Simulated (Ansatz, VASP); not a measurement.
Bi: VASP beside Ansatz

```
Bi
1.0
     3.52518    0.00000    0.00000
    -1.76259    3.05290    0.00000
     0.00000    0.00000   11.78918
Bi
4
Direct
  0.00000 0.00000 0.00000
  0.00000 0.00000 0.50000
  0.33333 0.66667 0.25000
  0.66667 0.33333 0.75000
```

Alike in both runs: task single point; functional PBE; k mesh 12 × 12 × 3; occupations fermi-dirac, width 0.1 eV; no spin polarisation.

```csv
,VASP,Ansatz
version,VASP 6.6.1,Ansatz 0.2.0
potentials or method,"VASP PAW PBE potentials, release 64 (Bi_d), cutoff 520 eV","plane waves (420 eV) with PAW, scalar-relativistic"
valence electrons in the cell,60,60
```

```tsv
	VASP	Ansatz	Ansatz less VASP
pressure (GPa)	-0.2	-0.1	+0.07
traceless stress, the component that is largest in VASP (GPa)	0.15	0.14	-0.004
```

With one functional, cell and mesh, what is left measures potentials, basis and numerics.

Neither program's run includes spin-orbit coupling.
